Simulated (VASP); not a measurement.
A run of VASP 6.6.1 is set up as follows.

File INCAR:

```
PREC = Accurate
ENCUT = 520
EDIFF = 1E-7
ISMEAR = 1
SIGMA = 0.0643
LREAL = F
LASPH = T
NELM = 100
ALGO = Normal
ISIF = 2
LWAVE = F
LCHARG = F
GGA = PS
NBANDS = 24
```

File KPOINTS:

```
regular mesh
0
Gamma
  4 4 3
```

File POSCAR:

```
NaHI
1.0
    4.4464879919      0.0000000000      0.0000000000
    0.0000000000      4.4464879919      0.0000000000
    0.0000000000      0.0000000000      6.3378843703
Na H I
2 2 2
Direct
    0.0000000000      0.5000000000      0.1989244944
    0.5000000000      0.0000000000      0.8010755056
    0.0000000000      0.0000000000      0.0000000000
    0.5000000000      0.5000000000      0.0000000000
    0.0000000000      0.5000000000      0.7201039210
    0.5000000000      0.0000000000      0.2798960790
```

Potentials or basis: VASP PAW PBE potentials, release 64 (Na_pv, H, I).

Launch:

```bash
$ cat potpaw_PBE.64/Na_pv/POTCAR potpaw_PBE.64/H/POTCAR potpaw_PBE.64/I/POTCAR > POTCAR
$ mpirun -np 1 vasp_std > vasp.out
```

(1) What does it give for the band gap on the k mesh?

(2) What does it give for the pressure?

Answers

(1) zero (bands 15 and 16 overlap by 0.97 eV).

(2) 0.0 GPa.

Caveat: the PAW data sets were made with another functional, which shifts forces and pressure a little; spin-orbit coupling is left out, which moves the levels of the heavy elements.
